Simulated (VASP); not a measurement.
# LiTaS3: relaxation of cell and atoms with PBE

LiTaS3:

```
CELL_PARAMETERS angstrom
4.80542 0.00000 0.00000
0.00000 4.80542 0.00000
0.00000 0.00000 4.80542
ATOMIC_POSITIONS crystal
Li 0.50000 0.50000 0.50000
Ta 0.00000 0.00000 0.00000
S 0.00000 0.00000 0.50000
S 0.50000 0.00000 0.00000
S 0.00000 0.50000 0.00000
```

```yaml
Program: VASP 6.6.1
Task: relaxation of cell and atoms
Functional: PBE
Potentials_or_basis: VASP PAW PBE potentials, release 64 (Li_sv, Ta_pv, S)
Cutoff: 600 eV
k_mesh: 8 × 8 × 8
Occupations: gaussian, width 0.1 eV
Spin: no spin polarisation
Dipole_correction: no
Further_INCAR_settings: ALGO = Normal; EDIFF = 1e-06; IBRION = 2; EDIFFG = -0.01; NSW = 100; ISIF = 3
```

| Property | Result |
| --- | --- |
| Relaxed volume | 22.38 Å³/atom |
| Relaxed cell | a = 4.819 Å, b = 4.819 Å, c = 4.819 Å, α = 90.00°, β = 90.00°, γ = 90.00° |
| Space group after relaxing (to 0.05 Å) | Pm-3m (No. 221) |
| Energy gained by relaxing | 0.4 meV/atom |
| Ionic steps | 3 |
| Pressure after relaxing | 0.0 GPa |
| Band gap on the k mesh | zero (band 16 reaches 3.13 eV, above the bottom of band 17 at 2.46 eV) |

Step by step:
```tsv
step	energy change (eV)	largest force (eV/Å)	pressure (GPa)	volume (Å³)
1	0.0000	0.0000	0.71	110.97
2	-0.0010	0.0000	-0.50	112.56
3	-0.0020	0.0000	0.00	111.89
```

Final structure:
```cif
data_structure
_symmetry_space_group_name_H-M 'P 1'
_symmetry_Int_Tables_number 1
_cell_length_a 4.8187
_cell_length_b 4.8187
_cell_length_c 4.8187
_cell_angle_alpha 90.000
_cell_angle_beta 90.000
_cell_angle_gamma 90.000
_cell_volume 111.89
loop_
_atom_site_label
_atom_site_type_symbol
_atom_site_fract_x
_atom_site_fract_y
_atom_site_fract_z
_atom_site_occupancy
Li1 Li 0.50000 0.50000 0.50000 1
Ta1 Ta 0.00000 0.00000 0.00000 1
S1 S 0.00000 0.00000 0.50000 1
S2 S 0.50000 0.00000 0.00000 1
S3 S 0.00000 0.50000 0.00000 1
```

Levels at points of the mesh, in eV from the Fermi level:
```tsv
k point	band 14	band 15	band 16	band 17	band 18	band 19
(0.00, 0.00, 0.00)	-0.73	-0.73	-0.73	-0.60	-0.60	-0.60
(0.50, 0.00, 0.00)	-1.71	-0.87	-0.87	-0.54	1.96	2.31
(0.50, 0.50, 0.00)	-2.21	-2.21	0.05	2.34	2.34	2.48
(0.50, 0.50, 0.50)	0.08	0.08	0.08	2.52	2.70	2.70
```

Wall time 79 s on 1 thread of AMD EPYC 9R45 96-Core Processor (Zen 5), on a shared host, peak memory 0.28 GiB.

Caveat: the cutoff is under 1.25 times the usual one of these potentials, so pressure, stress and relaxed cells hold a basis-set (Pulay) error; spin-orbit coupling is left out, which moves the levels of the heavy elements.
